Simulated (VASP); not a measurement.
# SiC (Moissanite 3C) (F-43m) in VASP: single point with PBE

Aim: the single point of SiC (Moissanite 3C) with PBE.

Program: VASP 6.6.1. These are calculated values, not measurements. Logs are shortened: lines on timing, memory, paths and dates and some standing lists are left out, and cuts for length are marked.

## 1. The cell of the first run

Symmetry: F-43m, No. 216, cubic system. Conventional cell: a = 4.358 Å, b = 4.358 Å, c = 4.358 Å, α = 90.00°, β = 90.00°, γ = 90.00°. Si (site symmetry -43m) has 4 C at 1.89 Å within 2.5 Å. C (site symmetry -43m) has 4 Si at 1.89 Å within 2.5 Å.

## 2. Single point, PBE

INCAR

```
  ALGO = Normal
  EDIFF = 1E-6
  ENCUT = 600
  GGA = PE
  GGA_COMPAT = False
  ISIF = 2
  ISMEAR = 0
  ISYM = 0
  LASPH = True
  LCHARG = False
  LREAL = False
  LWAVE = False
  NBANDS = 11
  NELM = 120
  PREC = Accurate
  SIGMA = 0.01
```

KPOINTS

```
Automatic mesh
0
Gamma
  3 3 3
  0.5 0.5 0.5
```

POSCAR

```
SiC
1.0
    0.0000000000      2.1790000000      2.1790000000
    2.1790000000      0.0000000000      2.1790000000
    2.1790000000      2.1790000000      0.0000000000
Si C
1 1
Direct
    0.0000000000      0.0000000000      0.0000000000
    0.2500000000      0.2500000000      0.2500000000
```

Potentials or basis: VASP PAW PBE potentials, release 64 (Si, C).

The run is started by

```console
> cat potpaw_PBE.64/Si/POTCAR potpaw_PBE.64/C/POTCAR > POTCAR
> mpirun -np 1 vasp_std > vasp.out
```

OUTCAR:

```text
EDIFF = 1E-6
   ENCUT = 600
   GGA = PE
   ISIF = 2
   ISMEAR = 0
   ISYM = 0
   LASPH = True
   LREAL = False
   NELM = 120
   PREC = Accurate

 ion  position               nearest neighbor table
   1  0.000  0.000  0.000-   2 1.89   2 1.89   2 1.89   2 1.89
   2  0.250  0.250  0.250-   1 1.89   1 1.89   1 1.89   1 1.89

IMPORTANT INFORMATION: All symmetrisations will be switched off!
NOSYMM: (Re-)initialisation of all symmetry stuff for point group C_1.

----------------------------------------------------------------------------------------

                                     Primitive cell

  volume of cell :      20.6920

  direct lattice vectors                    reciprocal lattice vectors
     0.000000000  2.179000000  2.179000000    -0.229463056  0.229463056  0.229463056
     2.179000000  0.000000000  2.179000000     0.229463056 -0.229463056  0.229463056
     2.179000000  2.179000000  0.000000000     0.229463056  0.229463056 -0.229463056

  length of vectors
     3.081571352  3.081571352  3.081571352     0.397441672  0.397441672  0.397441672

  position of ions in fractional coordinates (direct lattice)
     0.000000000  0.000000000  0.000000000
     0.250000000  0.250000000  0.250000000

  ion indices of the primitive-cell ions
   primitive index   ion index
                 1           1
                 2           2

----------------------------------------------------------------------------------------

 KPOINTS: Automatic mesh

Automatic generation of k-mesh.
 Grid dimensions read from file:
 generate k-points for:    3    3    3

 Generating k-lattice:

  Cartesian coordinates                     Fractional coordinates (reciprocal lattice)
    -0.076487685  0.076487685  0.076487685     0.333333333  0.000000000  0.000000000
     0.076487685 -0.076487685  0.076487685     0.000000000  0.333333333  0.000000000
     0.076487685  0.076487685 -0.076487685     0.000000000  0.000000000  0.333333333

  Length of vectors
     0.132480557  0.132480557  0.132480557

  Shift w.r.t. Gamma in fractional coordinates (k-lattice)
     0.500000000  0.500000000  0.500000000

 Subroutine IBZKPT returns following result:
 ===========================================

 Found     56 irreducible k-points:

 Following reciprocal coordinates:
            Coordinates               Weight
  0.166667  0.166667  0.166667      2.000000
  0.166667  0.000000  0.000000      2.000000
  0.000000  0.000000 -0.166667      2.000000
  0.000000  0.166667  0.000000      2.000000
  0.500000  0.166667  0.166667      2.000000
  0.166667  0.500000  0.166667      2.000000
[... 16 lines left out ...]
  0.000000 -0.333333 -0.166667      2.000000
 -0.333333  0.000000 -0.166667      2.000000
 [... further k-points ...]
   k-points           NKPTS =     56   k-points in BZ     NKDIM =     56   number of bands    NBANDS=     11
   number of dos      NEDOS =    301   number of ions     NIONS =      2
   total plane-waves  NPLWV =  21952
   dimension x,y,z NGX =    28 NGY =   28 NGZ =   28
   dimension x,y,z NGXF=    56 NGYF=   56 NGZF=   56
   ions per type =               1   1
   NGX,Y,Z   is equivalent  to a cutoff of  15.11, 15.11, 15.11 a.u.
   NGXF,Y,Z  is equivalent  to a cutoff of  30.21, 30.21, 30.21 a.u.
 SYSTEM =  unknown system
   PREC   = accura    normal or accurate (medium, high low for compatibility)
   ISTART =      0    job   : 0-new  1-cont  2-samecut
   ICHARG =      2    charge: 1-file 2-atom 10-const
   ISPIN  =      1    spin polarized calculation?
   LNONCOLLINEAR =      F non collinear calculations
   LSORBIT =      F    spin-orbit coupling
   LASPH  =      T    aspherical Exc in radial PAW
   ENCUT  =  600.0 eV  44.10 Ry    6.64 a.u.   6.15  6.15  6.15*2*pi/ulx,y,z
   NELM   =    120;   NELMIN=  2; NELMDL= -5     # of ELM steps
   EDIFF  = 0.1E-05   stopping-criterion for ELM
   LREAL  =      F    real-space projection
   EDIFFG = 0.1E-04   stopping-criterion for IOM
   NSW    =      0    number of steps for IOM
   IBRION =     -1    ionic relax: 0-MD 1-quasi-New 2-CG
   NFREE  =      0    steps in history (QN), initial steepest desc. (CG)
   ISIF   =      2    stress and relaxation
   ISYM   =      0    0-nonsym 1-usesym 2-fastsym
   POTIM  = 0.5000    time-step for ionic-motion
   TEBEG  =    0.0;   TEEND  =   0.0 temperature during run
   PSTRESS=    0.0 pullay stress
   NELECT =       8.0000    total number of electrons
   NUPDOWN=      -1.0000    fix difference up-down
   EMIN   =  10.00;   EMAX   =-10.00  energy-range for DOS
   EFERMI =   0.00;   METHOD = LEGACY
   ISMEAR =     0;   SIGMA  =   0.01  broadening in eV -4-tet -1-fermi 0-gaus
   EFERMI_NEDOS =   21; number of points for ismear=-14 and -15
   IALGO  =     38    algorithm
   IMIX   =      4    mixing-type and parameters
     AMIX     =   0.40;   BMIX     =  1.00
     AMIX_MAG =   1.60;   BMIX_MAG =  1.00
  volume/ion in A,a.u.               =      10.35        69.82
  Fermi-wavevector in a.u.,A,eV,Ry     =   1.192626  2.253736 19.352338  1.422357
  Thomas-Fermi vector in A             =   2.328660
   LORBIT       =      0    0 simple, 1 ext, 2 COOP (PROOUT), +10 PAW based schemes
   GGA     = PE    functional components
   LHFCALC =     F    Hartree Fock is set to
   AEXX    =    0.0000 exact exchange contribution
   IVDW    =     0    specifies the selected vdW correction
   LEPSILON=     F    determine dielectric tensor
   LRPA    =     F    only Hartree local field effects (RPA)
 non-spin polarized calculation
 Gauss-broadening in eV      SIGMA  =   0.01
  energy-cutoff  :      600.00
  volume of cell :       20.69
 maximum number of plane-waves:       700
 NGX is ok and might be reduce to    28
   NGX = 13   NGY = 13   NGZ = 13

 number of electron       8.0000000 magnetization

 Free energy of the ion-electron system (eV)
  ---------------------------------------------------
  ext. energy  EPLUGINS =         0.00000000
  ---------------------------------------------------
  free energy    TOTEN  =       -15.04952330 eV

  energy without entropy =      -15.04952330  energy(sigma->0) =      -15.04952330

 E-fermi :   7.8854     XC(G=0): -11.3543

 val. band max:        7.7831341869   @ k =   0.0000   0.1667   0.0000
 cond. band min:      10.8375024223   @ k =   0.5000   0.0000   0.3333
 fundamental gap:      3.0543682354
 Fermi energy:         7.8854104425

 k-point     1 :       0.1667    0.1667    0.1667
  band No.  band energies     occupation
      1      -6.7537      2.00000
      2       5.7418      2.00000
      3       7.7831      2.00000
      4       7.7831      2.00000
      5      14.4534      0.00000
      6      15.9339      0.00000
      7      15.9339      0.00000
      8      16.4643      0.00000
      9      21.0821      0.00000
     10      21.0821      0.00000
     11      23.7753      0.00000

 k-point     2 :       0.1667    0.0000    0.0000
  band No.  band energies     occupation
      1      -6.7537      2.00000
      2       5.7418      2.00000
      3       7.7831      2.00000
      4       7.7831      2.00000
      5      14.4534      0.00000
      6      15.9339      0.00000
      7      15.9339      0.00000
      8      16.4643      0.00000
      9      21.0821      0.00000
     10      21.0821      0.00000
     11      23.7753      0.00000

 k-point     3 :       0.0000    0.0000   -0.1667
  band No.  band energies     occupation
      1      -6.7537      2.00000
      2       5.7418      2.00000
      3       7.7831      2.00000
      4       7.7831      2.00000
      5      14.4534      0.00000
      6      15.9339      0.00000
      7      15.9339      0.00000
      8      16.4643      0.00000
      9      21.0821      0.00000
     10      21.0821      0.00000
     11      23.7753      0.00000

 k-point     4 :       0.0000    0.1667    0.0000
  band No.  band energies     occupation
      1      -6.7537      2.00000
      2       5.7418      2.00000
      3       7.7831      2.00000
      4       7.7831      2.00000
      5      14.4534      0.00000
      6      15.9339      0.00000
      7      15.9339      0.00000
      8      16.4643      0.00000
      9      21.0821      0.00000
     10      21.0821      0.00000
     11      23.7753      0.00000

 k-point     5 :       0.5000    0.1667    0.1667
  band No.  band energies     occupation
      1      -4.1568      2.00000
      2       1.1834      2.00000
      3       4.9113      2.00000
      4       6.9620      2.00000
      5      13.8012      0.00000
      6      15.8497      0.00000
      7      16.4975      0.00000
      8      18.7426      0.00000
      9      21.5045      0.00000
     10      23.5557      0.00000
     11      26.4915      0.00000

 k-point     6 :       0.1667    0.5000    0.1667
  band No.  band energies     occupation
      1      -4.1568      2.00000
      2       1.1834      2.00000
      3       4.9113      2.00000
      4       6.9620      2.00000
      5      13.8012      0.00000
      6      15.8497      0.00000
      7      16.4975      0.00000
      8      18.7426      0.00000
      9      21.5045      0.00000
     10      23.5557      0.00000
     11      26.4915      0.00000

 k-point     7 :       0.1667    0.1667    0.5000
  band No.  band energies     occupation
      1      -4.1568      2.00000
      2       1.1834      2.00000
      3       4.9113      2.00000
      4       6.9620      2.00000
      5      13.8012      0.00000
      6      15.8497      0.00000
      7      16.4975      0.00000
      8      18.7426      0.00000
      9      21.5045      0.00000
     10      23.5557      0.00000
     11      26.4915      0.00000

 k-point     8 :       0.1667    0.0000   -0.3333
  band No.  band energies     occupation
      1      -4.1568      2.00000
      2       1.1834      2.00000
      3       4.9113      2.00000
      4       6.9620      2.00000
      5      13.8012      0.00000
      6      15.8497      0.00000
      7      16.4975      0.00000
      8      18.7426      0.00000
      9      21.5045      0.00000
     10      23.5557      0.00000
     11      26.4915      0.00000
[... 141 lines left out ...]
 k-point    19 :       0.1667    0.1667   -0.1667
  band No.  band energies     occupation
      1      -5.3659      2.00000
      2       3.3362      2.00000
      3       6.3148      2.00000
      4       6.3708      2.00000
      5      13.0223      0.00000
      6      15.6918      0.00000
      7      17.0983      0.00000
      8      17.7660      0.00000
      9      20.7582      0.00000
     10      24.2391      0.00000
     11      25.9126      0.00000

 k-point    20 :       0.1667    0.0000    0.3333
  band No.  band energies     occupation
      1      -5.3659      2.00000
      2       3.3362      2.00000
      3       6.3148      2.00000
      4       6.3708      2.00000
      5      13.0223      0.00000
      6      15.6918      0.00000
      7      17.0983      0.00000
      8      17.7660      0.00000
      9      20.7582      0.00000
     10      24.2391      0.00000
     11      25.9126      0.00000

 k-point    21 :      -0.1667   -0.3333   -0.3333
  band No.  band energies     occupation
      1      -5.3659      2.00000
      2       3.3362      2.00000
      3       6.3148      2.00000
      4       6.3708      2.00000
      5      13.0223      0.00000
      6      15.6918      0.00000
      7      17.0983      0.00000
      8      17.7660      0.00000
      9      20.7582      0.00000
     10      24.2391      0.00000
     11      25.9126      0.00000

 k-point    22 :       0.1667    0.3333    0.0000
  band No.  band energies     occupation
      1      -5.3659      2.00000
      2       3.3362      2.00000
      3       6.3148      2.00000
      4       6.3708      2.00000
      5      13.0223      0.00000
      6      15.6918      0.00000
      7      17.0983      0.00000
      8      17.7660      0.00000
      9      20.7582      0.00000
     10      24.2391      0.00000
     11      25.9126      0.00000

 k-point    23 :       0.0000   -0.3333   -0.1667
  band No.  band energies     occupation
      1      -5.3659      2.00000
      2       3.3362      2.00000
      3       6.3148      2.00000
      4       6.3708      2.00000
      5      13.0223      0.00000
      6      15.6918      0.00000
      7      17.0983      0.00000
      8      17.7660      0.00000
      9      20.7582      0.00000
     10      24.2391      0.00000
     11      25.9126      0.00000

 k-point    24 :      -0.3333    0.0000   -0.1667
  band No.  band energies     occupation
      1      -5.3659      2.00000
      2       3.3362      2.00000
      3       6.3148      2.00000
      4       6.3708      2.00000
      5      13.0223      0.00000
      6      15.6918      0.00000
      7      17.0983      0.00000
      8      17.7660      0.00000
      9      20.7582      0.00000
     10      24.2391      0.00000
     11      25.9126      0.00000

 [... further k-points ...]
[... 5 lines left out ...]
  --------------------------------------------------------------------------------------
  -------------------------------------------------------------------------------------
  Total        0.4033605      0.4033606      0.4033603      0.0000020     -0.0000011     -0.0000015
  in kB       31.2321810     31.2321834     31.2321631      0.0001579     -0.0000818     -0.0001177
  external PRESSURE =      31.2321758 kB  Pullay stress =       0.0000000 kB

 VOLUME and BASIS-vectors are now :
 -----------------------------------------------------------------------------
  energy-cutoff  :      600.00
  volume of cell :       20.69
      direct lattice vectors                 reciprocal lattice vectors
     0.000000000  2.179000000  2.179000000    -0.229463056  0.229463056  0.229463056
     2.179000000  0.000000000  2.179000000     0.229463056 -0.229463056  0.229463056
     2.179000000  2.179000000  0.000000000     0.229463056  0.229463056 -0.229463056

 POSITION                                       TOTAL-FORCE (eV/Angst)
 -----------------------------------------------------------------------------------
      0.00000      0.00000      0.00000         0.000001      0.000001     -0.000002
      1.08950      1.08950      1.08950        -0.000001     -0.000001      0.000002
 -----------------------------------------------------------------------------------
    total drift:                               -0.000001     -0.000001      0.000002

  FREE ENERGIE OF THE ION-ELECTRON SYSTEM (eV)
  ---------------------------------------------------
  free  energy   TOTEN  =       -15.0495233040 eV

  energy  without entropy=      -15.0495233040  energy(sigma->0) =      -15.04952330
```

Run time: 20 s. Hardware: 1 thread of AMD EPYC 7R13 (Zen 3), shared host; peak memory 0.12 GiB.

What came out:

```yaml
Free_energy: -15.0495 eV
Pressure: 3.1 GPa
Band_gap_on_the_k_mesh: 3.05 eV, indirect (least direct gap 5.50 eV)
```

Caveat: the k points lie up to 0.83 Å⁻¹ apart.
